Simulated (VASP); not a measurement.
Runs of VASP 6.6.1 on BN (rocksalt type). The structure is that of space group Fm-3m (No. 225), or close to it. The cells are those of the table. 

```tsv
level	cell	cutoff (eV)	gap on the mesh (eV)	pressure (GPa)
PBEsol	a = 2.286 Å, angles 60.0°, 2 atoms	600	3.21	137.0
PBEsol	a = 2.360 Å, angles 60.0°, 2 atoms	600	(b)	(a)
PBEsol	a = 2.412 Å, angles 60.0°, 2 atoms	600	1.83	28.1
r2SCAN	a = 2.360 Å, angles 60.0°, 2 atoms	660	2.53	(c)
```

Alike in all rows: task single point; potentials or basis VASP PAW PBE potentials, release 64 (B, N); no spin polarisation; k mesh 15 × 15 × 15; smearing fermi-dirac 0.1 eV.

Q: Fill in the values left out.

A: (a) 65.7; (b) 2.37; (c) 71.0.

Caveats: the cell stands under pressure; the PAW data sets were made with another functional, which shifts forces and pressure a little; an odd mesh through Γ misses points on the zone boundary, where band edges can lie.
